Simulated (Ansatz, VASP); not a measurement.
# S: VASP beside Ansatz

Contents of POSCAR:

```
S
1.0
    5.3612127041      3.0952975979      1.3949463222
   -5.3612127041      3.0952975979      1.3949463222
    0.0000000000     -6.1905951958      1.3949463221
S
6
Direct
    0.2551978010      0.1485570036      0.9142443515
    0.9142443515      0.2551978010      0.1485570036
    0.1485570036      0.9142443515      0.2551978010
    0.7448021990      0.8514429964      0.0857556485
    0.0857556485      0.7448021990      0.8514429964
    0.8514429964      0.0857556485      0.7448021990
```

Contents of INCAR.step1:

```
SYSTEM = S
PREC = Accurate
ENCUT = 520
ISMEAR = 0
SIGMA = 0.01
LREAL = .FALSE.
LASPH = .TRUE.
NELM = 80
NBANDS = 27
GGA = PE
ALGO = Normal
EDIFF = 1E-4
LWAVE = .TRUE.
LCHARG = .FALSE.
```

The input INCAR.step2:

```
SYSTEM = S
PREC = Accurate
ENCUT = 520
EDIFF = 1E-6
ISMEAR = 0
SIGMA = 0.01
LREAL = .FALSE.
LASPH = .TRUE.
NELM = 80
ALGO = Normal
ISIF = 2
LWAVE = .FALSE.
LCHARG = .FALSE.
METAGGA = R2SCAN
LMIXTAU = .TRUE.
NBANDS = 27
ISTART = 1
```

The input KPOINTS:

```
regular mesh
0
G
  6 6 6
  0 0 0
```

Input for Ansatz:

```yaml
crystal:
  lattice:
    - [5.3612127041, 3.0952975979, 1.3949463222]
    - [-5.3612127041, 3.0952975979, 1.3949463222]
    - [0.0, -6.1905951958, 1.3949463221]
  atoms:
    - { symbol: S, position: [0.255197801, 0.1485570036, 0.9142443515] }
    - { symbol: S, position: [0.9142443515, 0.255197801, 0.1485570036] }
    - { symbol: S, position: [0.1485570036, 0.9142443515, 0.255197801] }
    - { symbol: S, position: [0.744802199, 0.8514429964, 0.0857556485] }
    - { symbol: S, position: [0.0857556485, 0.744802199, 0.8514429964] }
    - { symbol: S, position: [0.8514429964, 0.0857556485, 0.744802199] }
kpoints:
  mp_grid: { grid: [6, 6, 6] }
  band_path:
    path:
      - [0.0, 0.0, 0.0]
      - [0.5, 0.0, 0.0]
      - [0.5, -0.5, 0.5]
      - [0.200516686, -0.799483314, 0.200516686]
      - [0.5, -0.5, 0.0]
      - [0.223958, 0.171875, -0.25]
    npoints: 1
hamiltonian:
  xc: r2scan
scf:
  occupations: { method: fixed }
  n_extra_bands: 5
output:
  forces: true
  stress: true
  eigenvalues: true
```

Alike in both runs: task single point; functional r2SCAN; k mesh 6 × 6 × 6; no spin polarisation.

|  | VASP | Ansatz |
| --- | --- | --- |
| version | VASP 6.6.1 | Ansatz 0.2.0 |
| potentials or method | VASP PAW PBE potentials, release 64 (S) | plane waves, PAW |
| plane-wave cutoff (eV) | 520 | 500 |
| occupations | gaussian, width 0.01 eV | fixed |
| valence electrons in the cell | 36 | 36 |

Ansatz gave:

| Item | Value |
| --- | --- |
| gap on the k mesh at the Fermi level (eV) | 2.17 |
| pressure (GPa) | 0.7 |
| traceless stress, the component that is largest in VASP (GPa) | 0.13 |
| rms of the force components (eV/Å) | 0.035 |

Q: What did VASP give for the same quantities?

A: gap on the k mesh at the Fermi level (eV): 2.21; pressure (GPa): 0.2; traceless stress, the component that is largest in VASP (GPa): 0.37; rms of the force components (eV/Å): 0.111.

VASP's potentials were made for PBE, not for r2SCAN. Atom by atom the forces differ by 0.076 eV/Å (rms over components).
